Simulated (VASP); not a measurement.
Set up this calculation in VASP 6.6.1, as the native input.

```yaml
Task: relaxation of cell and atoms
Functional: LDA
Potentials_or_basis: VASP PAW LDA potentials, release 64 (Nb_sv, Tc_pv)
Cutoff: 600 eV
k_mesh: 11 × 11 × 7
Occupations: gaussian, width 0.1 eV
Spin: no spin polarisation
Dipole_correction: no
Further_INCAR_settings: ALGO = Normal; EDIFF = 1e-06; IBRION = 2; EDIFFG = -0.01; NSW = 50; ISIF = 3
```

The structure of NbTc lies in POSCAR:

```
NbTc
1.0
    1.5933300000     -2.2983900000      0.0000000000
    1.5933300000      2.2983900000      0.0000000000
    0.0000000000      0.0000000000      4.4144700000
Nb Tc
1 1
Direct
    0.0000000000      0.0000000000      0.0000000000
    0.5000000000      0.5000000000      0.5000000000
```

The input as run:

INCAR

```
ALGO = Normal ; EDIFF = 1E-6
EDIFFG = -0.01 ; ENCUT = 600
IBRION = 2 ; ISIF = 3
ISMEAR = 0 ; LASPH = T
LCHARG = F ; LREAL = F
LWAVE = F ; NELM = 100
NSW = 50 ; PREC = Accurate
SIGMA = 0.1
```

KPOINTS

```
k-points
0
Gamma
  11 11 7
```

Potentials or basis: VASP PAW LDA potentials, release 64 (Nb_sv, Tc_pv).

Command:

```console
$ cat potpaw_LDA.64/Nb_sv/POTCAR potpaw_LDA.64/Tc_pv/POTCAR > POTCAR
$ mpirun -np 1 vasp_std > vasp.out
```

It gave:

| Property | Result |
| --- | --- |
| Relaxed volume | 15.37 Å³/atom |
| Relaxed cell | a = 2.748 Å, b = 2.748 Å, c = 4.347 Å, α = 90.00°, β = 90.00°, γ = 110.58° |
| Space group after relaxing (to 0.1 Å) | Cmmm (No. 65) |
| Energy gained by relaxing | 31.5 meV/atom |
| Ionic steps | 10 |
| Pressure after relaxing | 0.0 GPa |
| Band gap on the k mesh | zero (bands 13 and 14 overlap by 2.77 eV) |

Run time: 11 min on 1 thread of Oxide Virtual Turin-like Processor, with other jobs on the host, peak memory 0.2 GiB.
